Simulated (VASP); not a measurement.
The system is K3Ag2.

```
K Ag
1.0
     6.66815    0.00000    0.00000
     0.00000    6.66815    0.00000
     0.00000    0.00000    6.66815
K Ag
3 2
Cartesian
  0.0000 3.3341 3.3341
  3.3341 0.0000 3.3341
  3.3341 3.3341 0.0000
  0.0000 0.0000 0.0000
  3.3341 3.3341 3.3341
```

The cell was generated, and may not be a known phase.

```yaml
Program: VASP 6.6.1
Task: relaxation of cell and atoms
Functional: PBE
Potentials_or_basis: VASP PAW PBE potentials, release 64 (K_sv, Ag_sv_GW)
Cutoff: 630 eV
k_mesh: 4 × 4 × 4
Occupations: gaussian, width 0.1 eV
Spin: no spin polarisation
```

At the start: pressure -0.6 GPa; volume 59.30 Å³/atom.

How do energy, volume and symmetry change on relaxing?

Over 3 steps the energy falls by 11.9 meV/atom and the volume is 54.04 Å³/atom (-8.9 %); space group Pm-3m (No. 221, to 0.1 Å) before and after.

Step by step:
| step | energy change (eV) | largest force (eV/Å) | pressure (GPa) | volume (Å³) |
| --- | --- | --- | --- | --- |
| 1 | 0.0000 | 0.0000 | -0.58 | 296.49 |
| 2 | -0.0293 | 0.0000 | -0.44 | 287.34 |
| 3 | -0.0594 | 0.0000 | -0.11 | 270.21 |

Final structure:
```xyz
5
Lattice="6.4650 0.0000 0.0000 0.0000 6.4650 0.0000 0.0000 0.0000 6.4650" Properties=species:S:1:pos:R:3 pbc="T T T"
K     0.0000    3.2325    3.2325
K     3.2325    0.0000    3.2325
K     3.2325    3.2325    0.0000
Ag    0.0000    0.0000    0.0000
Ag    3.2325    3.2325    3.2325
```
